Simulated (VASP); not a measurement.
Write the native input for VASP 6.6.1 that does the following.

```
Task                   : relaxation of cell and atoms
Functional             : PBE
Potentials or basis    : VASP PAW PBE potentials, release 64 (Pb_d, S)
Cutoff                 : 600 eV
k mesh                 : 7 × 7 × 6
Occupations            : fermi-dirac, width 0.05 eV
Spin                   : no spin polarisation
Dipole correction      : no
Further INCAR settings : ALGO = Normal; EDIFF = 1e-06; IBRION = 2; EDIFFG = -0.01; NSW = 60; ISIF = 3
```

The structure of PbS lies in POSCAR:

```
PbS
1.0
    2.0799526950     -5.9912968650      0.0000000000
    2.0799526950      5.9912968650      0.0000000000
    0.0000000000      0.0000000000      4.2793209400
Pb S
2 2
Direct
    0.1305633500      0.8694366500      0.2500000000
    0.8694366500      0.1305633500      0.7500000000
    0.3547970900      0.6452029100      0.2500000000
    0.6452029100      0.3547970900      0.7500000000
```

These files were run (other wordings do the same):

INCAR

```
SYSTEM = PbS
ALGO = Normal
EDIFF = 1E-6
EDIFFG = -0.01
ENCUT = 600
GGA = PE
IBRION = 2
ISIF = 3
ISMEAR = -1
LASPH = .TRUE.
LCHARG = .FALSE.
LREAL = .FALSE.
LWAVE = .FALSE.
NELM = 60
NSW = 60
PREC = Accurate
SIGMA = 0.05
```

KPOINTS

```
k-points
0
G
  7 7 6
  0 0 0
```

Potentials or basis: VASP PAW PBE potentials, release 64 (Pb_d, S).

Launch:

```console
$ cat potpaw_PBE.64/Pb_d/POTCAR potpaw_PBE.64/S/POTCAR > POTCAR
$ mpirun -np 1 vasp_std > vasp.out
```

It gave:

- Relaxed volume: 27.47 Å³/atom
- Relaxed cell: a = 6.452 Å, b = 6.452 Å, c = 4.297 Å, α = 90.00°, β = 90.00°, γ = 142.10°
- Space group after relaxing (to 0.05 Å): Cmcm (No. 63)
- Energy gained by relaxing: 2.4 meV/atom
- Ionic steps: 10
- Pressure after relaxing: 0.0 GPa
- Largest force after relaxing: 0.008 eV/Å
- Band gap on the k mesh: 1.29 eV, indirect (least direct gap 1.39 eV)

Caveat: spin-orbit coupling is left out, which moves the levels of the heavy elements.

Wall time 30 min on 1 thread of Intel Xeon 6975P-C, on a shared host, peak memory 0.44 GiB.
